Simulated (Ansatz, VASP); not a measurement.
**Ru in VASP and in Ansatz**

```
Ru
1.0
     2.70595    0.00000    0.00000
    -1.35297    2.34342    0.00000
     0.00000    0.00000    4.25791
Ru
2
Cartesian
  0.0000 1.5623 1.0645
  1.3530 0.7811 3.1934
```

Alike in both runs: task single point; functional r2SCAN; k mesh 13 × 13 × 8; no spin polarisation.

|  | VASP | Ansatz |
| --- | --- | --- |
| version | VASP 6.6.1 | Ansatz 0.2.0 |
| potentials or method | VASP PAW PBE potentials, release 64 (Ru_pv), cutoff 520 eV | plane waves (500 eV) with PAW, scalar-relativistic |
| occupations | methfessel-paxton of order 1, width 0.01 eV | cold, width 0.01 eV |
| valence electrons in the cell | 28 | 32 |

VASP gave:

| Quantity | Value |
| --- | --- |
| pressure (GPa) | 1.3 |
| traceless stress, the component that is largest in VASP (GPa) | -0.18 |

Problem. Estimate Ansatz's values.

Solution. Pressure (GPa): -0.2; traceless stress, the component that is largest in VASP (GPa): -0.29.

VASP's potentials were made for PBE, not for r2SCAN. VASP's potentials hold 28 valence electrons a cell and Ansatz's 32, so a difference there can come from the potentials and not from the codes.
